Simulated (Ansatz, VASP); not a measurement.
## BiN in VASP and in Ansatz

```
Bi N
1.0
     0.00000    2.77610    2.77610
     2.77610    0.00000    2.77610
     2.77610    2.77610    0.00000
Bi N
1 1
Direct
  0.00000 0.00000 0.00000
  0.25000 0.25000 0.25000
```

Alike in both runs: task single point; functional LDA; k mesh 10 × 10 × 10; occupations gaussian, width 0.05 eV; no spin polarisation.

|  | VASP | Ansatz |
| --- | --- | --- |
| version | VASP 6.6.1 | Ansatz 0.2.0 |
| potentials or method | VASP PAW LDA potentials, release 64 (Bi_d, N), cutoff 520 eV | scalar-relativistic, plane waves, PAW |
| valence electrons in the cell | 20 | 20 |

VASP gave:

* pressure (GPa): -5.2

Task: Which values does Ansatz return?

Result: Pressure (GPa): -5.3.

LDA's correlation is that of Perdew and Zunger in VASP and of Perdew and Wang (1992) in Ansatz.

Neither program's run includes spin-orbit coupling.
